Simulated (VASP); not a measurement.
Input of a VASP 6.6.1 run:

POSCAR

```
Ru
1.0
    2.7059477279      0.0000000000      0.0000000000
   -1.3529738639      2.3434194737      0.0000000000
    0.0000000000      0.0000000000      4.2579056513
Ru
2
Direct
    0.3333333333      0.6666666667      0.2500000000
    0.6666666667      0.3333333333      0.7500000000
```

The input INCAR.step1:

```
SYSTEM = Ru
PREC = Accurate
ENCUT = 520
ISMEAR = -1
SIGMA = 0.01
LREAL = .FALSE.
LASPH = .TRUE.
NELM = 60
NBANDS = 21
GGA = PE
ALGO = Normal
EDIFF = 1E-4
LWAVE = .TRUE.
LCHARG = .FALSE.
```

Contents of INCAR.step2:

```
SYSTEM = Ru
PREC = Accurate
ENCUT = 520
EDIFF = 1E-7
ISMEAR = -1
SIGMA = 0.01
LREAL = .FALSE.
LASPH = .TRUE.
NELM = 60
ALGO = Normal
ISIF = 2
LWAVE = .FALSE.
LCHARG = .FALSE.
METAGGA = R2SCAN
LMIXTAU = .TRUE.
NBANDS = 21
ISTART = 1
```

File KPOINTS:

```
Automatic mesh
0
G
  13 13 8
  0 0 0
```

Potentials or basis: VASP PAW PBE potentials, release 64 (Ru_pv).

The run is started by

```bash
$ cat potpaw_PBE.64/Ru_pv/POTCAR > POTCAR
$ cp INCAR.step1 INCAR
$ mpirun -np 1 vasp_std > vasp.out
$ cp INCAR.step2 INCAR
$ mpirun -np 1 vasp_std > vasp.out
```

Problem. Estimate the pressure.

Solution. 1.3 GPa.

Problem. Predict the band gap on the k mesh.

Solution. Zero (band 14 reaches 14.42 eV, above the bottom of band 15 at 11.17 eV).

Stress tensor (GPa, compression positive):
```
1.42 0.00 0.00
0.00 1.42 0.00
0.00 0.00 1.11
```

Caveat: the PAW data sets were made with another functional, which shifts forces and pressure a little.
